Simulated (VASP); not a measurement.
# TiC (I4/mmm) in VASP: single point with r2SCAN

Aim: the single point of TiC with r2SCAN.

Everything below comes from runs of VASP 6.6.1. Logs are shortened: lines on timing, memory, paths and dates and some standing lists are left out, and cuts for length are marked.

## Step 1: The cell of the first run

The structure is tetragonal, space group I4/mmm (No. 139). Conventional cell: a = 3.106 Å, b = 3.106 Å, c = 4.198 Å, α = 90.00°, β = 90.00°, γ = 90.00°. Within 2.8 Å of Ti (site symmetry 4/mmm) lie 6 C at 2.10 to 2.20 Å. C (site symmetry 4/mmm) has 6 Ti at 2.10 to 2.20 Å within 2.8 Å.

## Step 2: Single point, r2SCAN (strain +0.015 along x and y, -0.030 along z)

Input file POSCAR:

```
TiC
1.0
    0.0000000000      2.1964600000      2.0990800000
    2.1964600000      0.0000000000      2.0990800000
    2.1964600000      2.1964600000      0.0000000000
Ti C
1 1
Direct
    0.0000000000      0.0000000000      0.0000000000
    0.5000000000      0.5000000000      0.5000000000
```

Input file INCAR.step1:

```
  ALGO = Normal
  EDIFF = 1E-4
  ENCUT = 520
  GGA = PE
  ISMEAR = 0
  LASPH = T
  LCHARG = F
  LREAL = F
  LWAVE = T
  NBANDS = 15
  NELM = 100
  PREC = Accurate
  SIGMA = 0.15
```

Input file INCAR.step2:

```
  ALGO = Normal
  EDIFF = 1E-6
  ENCUT = 520
  ISIF = 2
  ISMEAR = 0
  ISTART = 1
  LASPH = T
  LCHARG = F
  LMIXTAU = T
  LREAL = F
  LWAVE = F
  METAGGA = R2SCAN
  NBANDS = 15
  NELM = 100
  PREC = Accurate
  SIGMA = 0.15
```

Input file KPOINTS:

```
k-points
0
Gamma
  18 18 18
```

Potentials or basis: VASP PAW PBE potentials, release 64 (Ti_sv, C).

On the command line:

```sh
$ cat potpaw_PBE.64/Ti_sv/POTCAR potpaw_PBE.64/C/POTCAR > POTCAR
$ cp INCAR.step1 INCAR
$ mpirun -np 1 vasp_std > vasp.out
$ cp INCAR.step2 INCAR
$ mpirun -np 1 vasp_std > vasp.out
```

OUTCAR:

```text
EDIFF = 1E-6
   ENCUT = 520
   ISIF = 2
   ISMEAR = 0
   ISTART = 1
   LASPH = T
   LREAL = F
   METAGGA = R2SCAN
   NELM = 100
   PREC = Accurate

 ion  position               nearest neighbor table
   1  0.000  0.000  0.000-   2 2.10   2 2.10   2 2.20   2 2.20   2 2.20   2 2.20
   2  0.500  0.500  0.500-   1 2.10   1 2.10   1 2.20   1 2.20   1 2.20   1 2.20

  LATTYP: Found a body centered tetragonal cell.
 ALAT       =     3.1062635212
 C/A-ratio  =     1.3515144389

  Lattice vectors:

 A1 = (   0.0000000000,  -2.1964600000,  -2.0990800000)
 A2 = (   0.0000000000,   2.1964600000,  -2.0990800000)
 A3 = (   2.1964600000,   0.0000000000,   2.0990800000)

Analysis of symmetry for initial positions (statically):
=====================================================================
 Subroutine PRICEL returns:
 Original cell was already a primitive cell.

 Routine SETGRP: Setting up the symmetry group for a
 body centered tetragonal supercell.

 Subroutine GETGRP returns: Found 16 space group operations
 (whereof 16 operations were pure point group operations)
 out of a pool of 16 trial point group operations.

The static configuration has the point symmetry D_4h.

Analysis of symmetry for dynamics (positions and initial velocities):
=====================================================================
 Subroutine PRICEL returns:
 Original cell was already a primitive cell.

 Routine SETGRP: Setting up the symmetry group for a
 body centered tetragonal supercell.

 Subroutine GETGRP returns: Found 16 space group operations
 (whereof 16 operations were pure point group operations)
 out of a pool of 16 trial point group operations.

The dynamic configuration has the point symmetry D_4h.

 Subroutine INISYM returns: Found 16 space group operations
 (whereof 16 operations are pure point group operations),
 and found     1 'primitive' translations

----------------------------------------------------------------------------------------

                                     Primitive cell

  volume of cell :      20.2538

  direct lattice vectors                    reciprocal lattice vectors
     0.000000000  2.196460000  2.099080000    -0.227639019  0.227639019  0.238199592
     2.196460000  0.000000000  2.099080000     0.227639019 -0.227639019  0.238199592
     2.196460000  2.196460000  0.000000000     0.227639019  0.227639019 -0.238199592

  length of vectors
     3.038185870  3.038185870  3.106263521     0.400472336  0.400472336  0.400472336

  position of ions in fractional coordinates (direct lattice)
     0.000000000  0.000000000  0.000000000
     0.500000000  0.500000000  0.500000000

  ion indices of the primitive-cell ions
[... 89 lines left out ...]
   EFERMI =   0.00;   METHOD = LEGACY
   ISMEAR =     0;   SIGMA  =   0.15  broadening in eV -4-tet -1-fermi 0-gaus
   EFERMI_NEDOS =   21; number of points for ismear=-14 and -15
   IALGO  =     38    algorithm
   IMIX   =      4    mixing-type and parameters
     AMIX     =   0.40;   BMIX     =  1.00
     AMIX_MAG =   1.60;   BMIX_MAG =  1.00
  volume/ion in A,a.u.               =      10.13        68.34
  Fermi-wavevector in a.u.,A,eV,Ry     =   1.513374  2.859862 31.161439  2.290301
  Thomas-Fermi vector in A             =   2.623174
   LORBIT       =      0    0 simple, 1 ext, 2 COOP (PROOUT), +10 PAW based schemes
   METAGGA = R2SCAN    functional components
   LHFCALC =     F    Hartree Fock is set to
   AEXX    =    0.0000 exact exchange contribution
   IVDW    =     0    specifies the selected vdW correction
   LEPSILON=     F    determine dielectric tensor
   LRPA    =     F    only Hartree local field effects (RPA)
 non-spin polarized calculation
 Gauss-broadening in eV      SIGMA  =   0.15
  energy-cutoff  :      520.00
  volume of cell :       20.25
 maximum number of plane-waves:       560
   NGX = 11   NGY = 11   NGZ = 11

 number of electron      15.9999998 magnetization

 Free energy of the ion-electron system (eV)
  ---------------------------------------------------
  ext. energy  EPLUGINS =         0.00000000
  ---------------------------------------------------
  free energy    TOTEN  =       -24.83309927 eV

  energy without entropy =      -24.83013114  energy(sigma->0) =      -24.83161520

 E-fermi :   9.5375     XC(G=0): -13.6024

 val. band max:        9.5365305321   @ k =  -0.0556   0.0556   0.0000
 cond. band min:       9.5455399116   @ k =   0.3889  -0.0000   0.3333
 fundamental gap:      0.0090093795
 Fermi energy:         9.5374565358

 k-point     1 :       0.0000    0.0000    0.0000
  band No.  band energies     occupation
      1     -49.4331      2.00000
      2     -24.4263      2.00000
      3     -24.4262      2.00000
      4     -24.3809      2.00000
      5      -3.6971      2.00000
      6      10.2800      0.00000
      7      10.2800      0.00000
      8      10.6391      0.00000
      9      11.0887      0.00000
     10      11.1354      0.00000
     11      11.1354      0.00000
     12      11.3201      0.00000
     13      11.3682      0.00000
     14      20.8220      0.00000
[... 401 lines left out ...]
      2     -24.6597      2.00000
      3     -24.4512      2.00000
      4     -24.4262      2.00000
      5      -2.4335      2.00000
      6       6.7388      2.00000
      7       7.5655      2.00000
      8       8.0115      2.00000
      9      11.1895      0.00000
     10      11.6563      0.00000
     11      12.6012      0.00000
     12      15.1300      0.00000
     13      15.7042      0.00000
     14      21.4946      0.00000
     15      24.6564      0.00000

 [... further k-points ...]

------------------------ aborting loop because EDIFF is reached ----------------------------------------

  FORCE on cell =-STRESS in cart. coord.  units (eV):
  Direction    XX          YY          ZZ          XY          YZ          ZX
  --------------------------------------------------------------------------------------
  -------------------------------------------------------------------------------------
  Total       -0.5747658     -0.5747658      1.9485577      0.0000000     -0.0000000     -0.0000000
  in kB      -45.4669590    -45.4669590    154.1410332      0.0000000     -0.0000000     -0.0000000
  external PRESSURE =      21.0690384 kB  Pullay stress =       0.0000000 kB

 VOLUME and BASIS-vectors are now :
 -----------------------------------------------------------------------------
  energy-cutoff  :      520.00
  volume of cell :       20.25
      direct lattice vectors                 reciprocal lattice vectors
     0.000000000  2.196460000  2.099080000    -0.227639019  0.227639019  0.238199592
     2.196460000  0.000000000  2.099080000     0.227639019 -0.227639019  0.238199592
     2.196460000  2.196460000  0.000000000     0.227639019  0.227639019 -0.238199592

 POSITION                                       TOTAL-FORCE (eV/Angst)
 -----------------------------------------------------------------------------------
      0.00000      0.00000      0.00000         0.000000      0.000000      0.000000
      2.19646      2.19646      2.09908         0.000000      0.000000     -0.000000
 -----------------------------------------------------------------------------------
    total drift:                                0.000000     -0.000000     -0.000000

  FREE ENERGIE OF THE ION-ELECTRON SYSTEM (eV)
  ---------------------------------------------------
  free  energy   TOTEN  =       -24.8330992656 eV

  energy  without entropy=      -24.8301311427  energy(sigma->0) =      -24.83161520
```

OUTCAR.step1:

```text
EDIFF = 1E-4
   ENCUT = 520
   GGA = PE
   ISMEAR = 0
   LASPH = T
[... 653 lines left out ...]
 -----------------------------------------------------------------------------------
      0.00000      0.00000      0.00000         0.000000      0.000000      0.000000
      2.19646      2.19646      2.09908         0.000000      0.000000     -0.000000
 -----------------------------------------------------------------------------------
    total drift:                                0.000000     -0.000000     -0.000000

  FREE ENERGIE OF THE ION-ELECTRON SYSTEM (eV)
  ---------------------------------------------------
  free  energy   TOTEN  =       -18.6741830517 eV

  energy  without entropy=      -18.6708466745  energy(sigma->0) =      -18.67251486
```

Run time: 5.8 min. Hardware: 1 thread of Intel Xeon 8259CL, shared host; peak memory 0.27 GiB.

What came out:

| Quantity | Value |
| --- | --- |
| Free energy | -24.8331 eV |
| Pressure | 2.1 GPa |
| Band gap on the k mesh | zero (bands 8 and 9 overlap by 1.84 eV) |

Stress tensor (GPa, compression positive):
```
-4.55  0.00  0.00
 0.00 -4.55  0.00
 0.00  0.00 15.41
```

Caveat: the cell differs from its parent crystal (strain +0.015 along x and y, -0.030 along z); the PAW data sets were made with another functional, which shifts forces and pressure a little.
